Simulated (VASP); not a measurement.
# TaN (P-62m) in VASP: a series of runs, part 2 of 3

VASP 6.6.1.

## 3. Electric field gradients, PBEsol (10.89 Å³/atom)

File INCAR:

```
SYSTEM = TaN
  PREC = Accurate
  ENCUT = 520
  EDIFF = 1E-8
  ISMEAR = -1
  SIGMA = 0.01
  LREAL = .FALSE.
  LASPH = .TRUE.
  NELM = 60
  ALGO = Normal
  ISIF = 2
  LWAVE = .FALSE.
  LCHARG = .FALSE.
  GGA = PS
  LEFG = .TRUE.
  NBANDS = 33
```

File KPOINTS:

```
Automatic mesh
0
G
  6 6 9
  0 0 0
```

File POSCAR:

```
TaN
1.0
    5.1257760305      0.0000000000      0.0000000000
   -2.5628880152      4.4390522565      0.0000000000
    0.0000000000      0.0000000000      2.8716573394
Ta N
3 3
Direct
    0.3333333333      0.6666666667      0.5000000000
    0.6666666667      0.3333333333      0.5000000000
    0.0000000000      0.0000000000      0.0000000000
    0.3928500000      0.0000000000      0.0000000000
    0.6071500000      0.6071500000      0.0000000000
    0.0000000000      0.3928500000      0.0000000000
```

Potentials or basis: VASP PAW PBE potentials, release 64 (Ta_pv, N).

The run is started by

```bash
$ cat potpaw_PBE.64/Ta_pv/POTCAR potpaw_PBE.64/N/POTCAR > POTCAR
$ mpirun -np 1 vasp_std > vasp.out
```

OUTCAR:

```text
SYSTEM = TaN
   PREC = Accurate
   ENCUT = 520
   EDIFF = 1E-8
   ISMEAR = -1
   LREAL = .FALSE.
   LASPH = .TRUE.
   NELM = 60
   ISIF = 2
   GGA = PS

 ion  position               nearest neighbor table
   1  0.333  0.667  0.500-   4 2.13   4 2.13   6 2.13   6 2.13   5 2.13   5 2.13   2 2.96   2 2.96
                             2 2.96   3 3.29   3 3.29   3 3.29   3 3.29   3 3.29   3 3.29
   2  0.667  0.333  0.500-   6 2.13   6 2.13   4 2.13   4 2.13   5 2.13   5 2.13   1 2.96   1 2.96
                             1 2.96   3 3.29   3 3.29   3 3.29   3 3.29   3 3.29   3 3.29
   3  0.000  0.000  0.000-   6 2.01   4 2.01   5 2.01   2 3.29   1 3.29   1 3.29   2 3.29   1 3.29
                             1 3.29   2 3.29   2 3.29   2 3.29   2 3.29   1 3.29   1 3.29
   4  0.393  0.000  0.000-   3 2.01   1 2.13   1 2.13   2 2.13   2 2.13
   5  0.607  0.607  0.000-   3 2.01   2 2.13   2 2.13   1 2.13   1 2.13
   6  0.000  0.393  0.000-   3 2.01   2 2.13   2 2.13   1 2.13   1 2.13

  LATTYP: Found a hexagonal cell.
 ALAT       =     5.1257760305
 C/A-ratio  =     0.5602385516

  Lattice vectors:

 A1 = (   5.1257760305,   0.0000000000,   0.0000000000)
 A2 = (  -2.5628880152,   4.4390522565,   0.0000000000)
 A3 = (   0.0000000000,   0.0000000000,   2.8716573394)

Analysis of symmetry for initial positions (statically):
=====================================================================
 Subroutine PRICEL returns:
 Original cell was already a primitive cell.

 Routine SETGRP: Setting up the symmetry group for a
 hexagonal supercell.

 Subroutine GETGRP returns: Found 12 space group operations
 (whereof 12 operations were pure point group operations)
 out of a pool of 24 trial point group operations.

The static configuration has the point symmetry D_3h.

Analysis of symmetry for dynamics (positions and initial velocities):
=====================================================================
 Subroutine PRICEL returns:
 Original cell was already a primitive cell.

 Routine SETGRP: Setting up the symmetry group for a
 hexagonal supercell.

 Subroutine GETGRP returns: Found 12 space group operations
 (whereof 12 operations were pure point group operations)
 out of a pool of 24 trial point group operations.

The dynamic configuration has the point symmetry D_3h.

 Subroutine INISYM returns: Found 12 space group operations
 (whereof 12 operations are pure point group operations),
 and found     1 'primitive' translations

----------------------------------------------------------------------------------------

                                     Primitive cell

  volume of cell :      65.3405

  direct lattice vectors                    reciprocal lattice vectors
     5.125776030  0.000000000  0.000000000     0.195092410  0.112636656  0.000000000
    -2.562888015  4.439052257  0.000000000     0.000000000  0.225273311  0.000000000
     0.000000000  0.000000000  2.871657339     0.000000000  0.000000000  0.348230963

  length of vectors
     5.125776030  5.125776030  2.871657339     0.225273311  0.225273311  0.348230963

[... 111 lines left out ...]
  Thomas-Fermi vector in A             =   2.591599
   LORBIT       =      0    0 simple, 1 ext, 2 COOP (PROOUT), +10 PAW based schemes
   GGA     = PS    functional components
   LHFCALC =     F    Hartree Fock is set to
   AEXX    =    0.0000 exact exchange contribution
   IVDW    =     0    specifies the selected vdW correction
   LEPSILON=     F    determine dielectric tensor
   LRPA    =     F    only Hartree local field effects (RPA)
 non-spin polarized calculation
  energy-cutoff  :      520.00
  volume of cell :       65.34
 maximum number of plane-waves:      1786
 NGX is ok and might be reduce to    40
   NGX = 19   NGY = 19   NGZ = 11

 number of electron      47.9999997 magnetization

 Free energy of the ion-electron system (eV)
  ---------------------------------------------------
  ext. energy  EPLUGINS =         0.00000000
  ---------------------------------------------------
  free energy    TOTEN  =       -71.36197931 eV

  energy without entropy =      -71.36098678  energy(sigma->0) =      -71.36148305

 E-fermi :   8.6151     XC(G=0): -13.3811

 val. band max:        8.6064407489   @ k =   0.1667   0.0000   0.3333
 cond. band min:       8.6181639281   @ k =   0.0000   0.0000   0.2222
 fundamental gap:      0.0117231792
 Fermi energy:         8.6150820805

 k-point     1 :       0.0000    0.0000    0.0000
  band No.  band energies     occupation
      1     -27.5559      2.00000
      2     -27.5559      2.00000
      3     -27.1627      2.00000
      4     -27.1627      2.00000
      5     -26.9490      2.00000
      6     -26.8209      2.00000
[... 853 lines left out ...]
     32      12.5660      0.00000
     33      13.9802      0.00000

 [... further k-points ...]

------------------------ aborting loop because EDIFF is reached ----------------------------------------

  FORCE on cell =-STRESS in cart. coord.  units (eV):
  Direction    XX          YY          ZZ          XY          YZ          ZX
  --------------------------------------------------------------------------------------
  -------------------------------------------------------------------------------------
  Total        4.7728257      4.7728257      4.5017892      0.0000000      0.0000000      0.0000000
  in kB      117.0317396    117.0317396    110.3858077      0.0000000      0.0000000      0.0000000
  external PRESSURE =     114.8164290 kB  Pullay stress =       0.0000000 kB

 VOLUME and BASIS-vectors are now :
 -----------------------------------------------------------------------------
  energy-cutoff  :      520.00
  volume of cell :       65.34
      direct lattice vectors                 reciprocal lattice vectors
     5.125776030  0.000000000  0.000000000     0.195092410  0.112636656  0.000000000
    -2.562888015  4.439052257  0.000000000     0.000000000  0.225273311  0.000000000
     0.000000000  0.000000000  2.871657339     0.000000000  0.000000000  0.348230963

 POSITION                                       TOTAL-FORCE (eV/Angst)
 -----------------------------------------------------------------------------------
     -0.00000      2.95937      1.43583         0.000000      0.000000     -0.000000
      2.56289      1.47968      1.43583         0.000000     -0.000000     -0.000000
      0.00000      0.00000      0.00000         0.000000     -0.000000     -0.000000
      2.01366      0.00000      0.00000         0.216838     -0.000000      0.000000
      1.55606      2.69517      0.00000        -0.108419     -0.187787      0.000000
     -1.00683      1.74388      0.00000        -0.108419      0.187787     -0.000000
 -----------------------------------------------------------------------------------
    total drift:                               -0.000001     -0.000002      0.000000

  FREE ENERGIE OF THE ION-ELECTRON SYSTEM (eV)
  ---------------------------------------------------
  free  energy   TOTEN  =       -71.3619793143 eV

  energy  without entropy=      -71.3609867807  energy(sigma->0) =      -71.36148305

 Electric field gradients (V/A^2)
---------------------------------------------------------------------
 ion       V_xx      V_yy      V_zz      V_xy      V_xz      V_yz
---------------------------------------------------------------------
   1     107.313   107.314  -214.627     0.000     0.000     0.000
   2     107.313   107.314  -214.627     0.000     0.000    -0.000
   3     -98.829   -98.830   197.660    -0.001     0.000    -0.000
   4     -14.015     4.567     9.448    -0.000    -0.000     0.000
   5      -0.078    -9.370     9.449    -8.047     0.000    -0.000
   6      -0.078    -9.370     9.448     8.046    -0.000    -0.000
---------------------------------------------------------------------

 Electric field gradients after diagonalization (V/A^2)
 (convention: |V_zz| > |V_xx| > |V_yy|)
----------------------------------------------------------------------
 ion       V_xx      V_yy      V_zz     asymmetry (V_yy - V_xx)/ V_zz
----------------------------------------------------------------------
   1     107.314   107.313  -214.627       0.000
   2     107.314   107.313  -214.627       0.000
   3     -98.831   -98.829   197.660       0.000
   4       9.448     4.567   -14.015       0.348
   5       9.449     4.568   -14.016       0.348
   6       9.448     4.567   -14.015       0.348
----------------------------------------------------------------------

           NMR quadrupolar parameters

 Cq : quadrupolar parameter    Cq=e*Q*V_zz/h
 eta: asymmetry parameters     (V_yy - V_xx)/ V_zz
 Q  : nuclear electric quadrupole moment in mb (millibarn)
----------------------------------------------------------------------
 ion       Cq(MHz)       eta       Q (mb)
----------------------------------------------------------------------
   1      -0.519       0.000       1.000
   2      -0.519       0.000       1.000
   3       0.478       0.000       1.000
   4      -0.034       0.348       1.000
   5      -0.034       0.348       1.000
   6      -0.034       0.348       1.000
----------------------------------------------------------------------
```

Wall time 66 s (1 thread of Intel Xeon 6975P-C (Granite Rapids), shared host); peak memory 0.21 GiB.

Results:

```
Free energy                             : -71.3620 eV
Pressure                                : 11.5 GPa
Largest force                           : 0.217 eV/Å
Band gap on the k mesh                  : zero (bands 24 and 25 overlap by 3.23 eV)
Largest electric field gradient by atom : Ta -214.6, +197.7 (each value once); N -14.0 V/Å²
```

Forces in eV/Å, atoms in the order of the input:
```
Ta   0.000  0.000  0.000
Ta   0.000  0.000  0.000
Ta   0.000  0.000  0.000
N    0.217  0.000  0.000
N   -0.108 -0.188  0.000
N   -0.108  0.188  0.000
```

Levels at points of the mesh, in eV from the Fermi level:
```csv
k point,band 21,band 22,band 23,band 24,band 25,band 26,band 27,band 28
"(0.00, 0.00, 0.00)",-4.39,-3.38,-1.97,-0.96,-0.96,0.58,0.58,1.94
"(0.50, 0.00, 0.00)",-4.02,-4.01,-2.94,-2.77,1.30,1.89,2.02,2.53
```

Electric field gradients, principal values (V/Å²):
```
atom    least   middle  greatest (by size)
1 Ta  107.313  107.314            -214.627
2 Ta  107.313  107.314            -214.627
3 Ta  -98.829  -98.831             197.660
 4 N    4.567    9.448             -14.015
 5 N    4.568    9.449             -14.016
 6 N    4.567    9.448             -14.015
```

Caveat: the cell stands under pressure; without QUAD_EFG the Cq values of the log hold for a quadrupole moment of 1 mb, not for the nuclei; the PAW data sets were made with another functional, which shifts forces and pressure a little; spin-orbit coupling is left out, which moves the levels of the heavy elements.

## 4. Electric field gradients, PBEsol (11.23 Å³/atom)

This run uses another cell than the first one, of 11.23 Å³/atom.

File INCAR:

```
PREC     = Accurate       # precision mode
ENCUT    = 520            # plane-wave cutoff, eV
EDIFF    = 1E-8           # SCF threshold, eV
ISMEAR   = -1             # smearing method
SIGMA    = 0.01           # smearing width, eV
LREAL    = False          # projectors in reciprocal space
LASPH    = True           # aspherical terms in the spheres
NELM     = 60             # most SCF steps
ALGO     = Normal         # electronic algorithm
ISIF     = 2              # what is computed and relaxed
LWAVE    = False          # write WAVECAR
LCHARG   = False          # write CHGCAR
GGA      = PS             # functional
LEFG     = True         
NBANDS   = 33             # bands
```

File KPOINTS:

```
Automatic mesh
0
Gamma
  6 6 9
```

Edit POSCAR of step 3 so:

```diff
@@ -2,5 +2,5 @@
 1.0
-    5.1257760305      0.0000000000      0.0000000000
-   -2.5628880152      4.4390522565      0.0000000000
-    0.0000000000      0.0000000000      2.8716573394
+    5.1786228078      0.0000000000      0.0000000000
+   -2.5893114038      4.4848189081      0.0000000000
+    0.0000000000      0.0000000000      2.9012641413
 Ta N
```

Potentials or basis: VASP PAW PBE potentials, release 64 (Ta_pv, N).

The run is started by

```bash
$ cat potpaw_PBE.64/Ta_pv/POTCAR potpaw_PBE.64/N/POTCAR > POTCAR
$ mpirun -np 1 vasp_std > vasp.out
```

OUTCAR:

```text
PREC = Accurate
   ENCUT = 520
   EDIFF = 1E-8
   ISMEAR = -1
   LREAL = False
   LASPH = True
   NELM = 60
   ISIF = 2
   GGA = PS

 ion  position               nearest neighbor table
   1  0.333  0.667  0.500-   4 2.16   4 2.16   6 2.16   6 2.16   5 2.16   5 2.16   2 2.99   2 2.99
                             2 2.99   3 3.32   3 3.32   3 3.32   3 3.32   3 3.32   3 3.32
   2  0.667  0.333  0.500-   6 2.16   6 2.16   4 2.16   4 2.16   5 2.16   5 2.16   1 2.99   1 2.99
                             1 2.99   3 3.32   3 3.32   3 3.32   3 3.32   3 3.32   3 3.32
   3  0.000  0.000  0.000-   6 2.03   5 2.03   4 2.03   2 3.32   1 3.32   1 3.32   2 3.32   1 3.32
                             1 3.32   2 3.32   2 3.32   2 3.32   2 3.32   1 3.32   1 3.32
   4  0.393  0.000  0.000-   3 2.03   1 2.16   1 2.16   2 2.16   2 2.16
   5  0.607  0.607  0.000-   3 2.03   2 2.16   2 2.16   1 2.16   1 2.16
   6  0.000  0.393  0.000-   3 2.03   2 2.16   2 2.16   1 2.16   1 2.16

  LATTYP: Found a hexagonal cell.
 ALAT       =     5.1786228078
 C/A-ratio  =     0.5602385516

  Lattice vectors:

 A1 = (   5.1786228078,   0.0000000000,   0.0000000000)
 A2 = (  -2.5893114038,   4.4848189081,   0.0000000000)
 A3 = (   0.0000000000,   0.0000000000,   2.9012641413)

Analysis of symmetry for initial positions (statically):
[... 1082 lines left out ...]
    total drift:                               -0.000002     -0.000003      0.000000

  FREE ENERGIE OF THE ION-ELECTRON SYSTEM (eV)
  ---------------------------------------------------
  free  energy   TOTEN  =       -71.4374293791 eV

  energy  without entropy=      -71.4363852656  energy(sigma->0) =      -71.43690732

 Electric field gradients (V/A^2)
---------------------------------------------------------------------
 ion       V_xx      V_yy      V_zz      V_xy      V_xz      V_yz
---------------------------------------------------------------------
   1     101.419   101.420  -202.839     0.000     0.000     0.000
   2     101.419   101.420  -202.839     0.000     0.000    -0.000
   3     -91.425   -91.426   182.852    -0.001     0.000     0.000
   4     -14.320     4.681     9.639    -0.001    -0.000     0.000
   5      -0.069    -9.570     9.639    -8.229     0.000    -0.000
   6      -0.069    -9.570     9.639     8.227    -0.000    -0.000
---------------------------------------------------------------------

 Electric field gradients after diagonalization (V/A^2)
 (convention: |V_zz| > |V_xx| > |V_yy|)
----------------------------------------------------------------------
 ion       V_xx      V_yy      V_zz     asymmetry (V_yy - V_xx)/ V_zz
----------------------------------------------------------------------
   1     101.420   101.419  -202.839       0.000
   2     101.420   101.419  -202.839       0.000
   3     -91.427   -91.425   182.852       0.000
   4       9.639     4.681   -14.320       0.346
   5       9.639     4.682   -14.321       0.346
   6       9.639     4.681   -14.320       0.346
----------------------------------------------------------------------

           NMR quadrupolar parameters

 Cq : quadrupolar parameter    Cq=e*Q*V_zz/h
 eta: asymmetry parameters     (V_yy - V_xx)/ V_zz
 Q  : nuclear electric quadrupole moment in mb (millibarn)
----------------------------------------------------------------------
 ion       Cq(MHz)       eta       Q (mb)
----------------------------------------------------------------------
   1      -0.490       0.000       1.000
   2      -0.490       0.000       1.000
   3       0.442       0.000       1.000
   4      -0.035       0.346       1.000
   5      -0.035       0.346       1.000
   6      -0.035       0.346       1.000
----------------------------------------------------------------------
```

OSZICAR:

```text
N       E                     dE             d eps       ncg     rms          rms(c)
DAV:   1     0.443429059167E+03    0.44343E+03   -0.26087E+04  2310   0.153E+03
DAV:   2    -0.521463860961E+02   -0.49558E+03   -0.47371E+03  2674   0.449E+02
DAV:   3    -0.800686836435E+02   -0.27922E+02   -0.27475E+02  2802   0.103E+02
DAV:   4    -0.806163784935E+02   -0.54769E+00   -0.54430E+00  2915   0.142E+01
DAV:   5    -0.806283567539E+02   -0.11978E-01   -0.11962E-01  2923   0.167E+00    0.447E+01
DAV:   6    -0.717337371346E+02    0.88946E+01   -0.43551E+01  2933   0.358E+01    0.190E+01
DAV:   7    -0.715244033325E+02    0.20933E+00   -0.22046E+00  2824   0.802E+00    0.109E+01
DAV:   8    -0.714519418425E+02    0.72461E-01   -0.35369E-01  2796   0.360E+00    0.983E-01
DAV:   9    -0.714383391326E+02    0.13603E-01   -0.36730E-02  2945   0.136E+00    0.354E-01
DAV:  10    -0.714376565006E+02    0.68263E-03   -0.94445E-03  2817   0.508E-01    0.196E-01
DAV:  11    -0.714374756067E+02    0.18089E-03   -0.19791E-03  3006   0.277E-01    0.494E-02
DAV:  12    -0.714374288971E+02    0.46710E-04   -0.22637E-04  2890   0.872E-02    0.175E-02
DAV:  13    -0.714374294885E+02   -0.59137E-06   -0.11685E-05  2759   0.204E-02    0.436E-03
DAV:  14    -0.714374295119E+02   -0.23475E-07   -0.33215E-07  2851   0.386E-03    0.113E-03
DAV:  15    -0.714374293830E+02    0.12892E-06   -0.86045E-08  2966   0.182E-03    0.259E-04
DAV:  16    -0.714374293791E+02    0.38663E-08   -0.41024E-09  1685   0.444E-04
   1 F= -.71437429E+02 E0= -.71436907E+02  d E =-.104411E-02
```

Wall time 55 s (1 thread of Intel Xeon 6975P-C (Granite Rapids), shared host); peak memory 0.22 GiB.

What came out:

```yaml
Free_energy: -71.4374 eV
Pressure: 0.4 GPa
Largest_force: 0.074 eV/Å
Band_gap_on_the_k_mesh: zero (bands 24 and 25 overlap by 3.13 eV)
Largest_electric_field_gradient_by_atom: Ta -202.8, +182.9 (each value once); N -14.3 V/Å²
```

Forces in eV/Å, atoms in the order of the input:
```
Ta   0.000  0.000  0.000
Ta   0.000  0.000  0.000
Ta   0.000  0.000  0.000
N    0.074  0.000  0.000
N   -0.037 -0.064  0.000
N   -0.037  0.064  0.000
```

Stress tensor (GPa, compression positive):
```
 0.83  0.00  0.00
 0.00  0.83  0.00
 0.00  0.00 -0.55
```

Electric field gradients, principal values (V/Å²):
| atom | least | middle | greatest (by size) |
| --- | --- | --- | --- |
| 1 Ta | 101.419 | 101.420 | -202.839 |
| 2 Ta | 101.419 | 101.420 | -202.839 |
| 3 Ta | -91.425 | -91.427 | 182.852 |
| 4 N | 4.681 | 9.639 | -14.320 |
| 5 N | 4.682 | 9.639 | -14.321 |
| 6 N | 4.681 | 9.639 | -14.320 |

Caveat: without QUAD_EFG the Cq values of the log hold for a quadrupole moment of 1 mb, not for the nuclei; the PAW data sets were made with another functional, which shifts forces and pressure a little; spin-orbit coupling is left out, which moves the levels of the heavy elements.

[end of part 2 of 3]
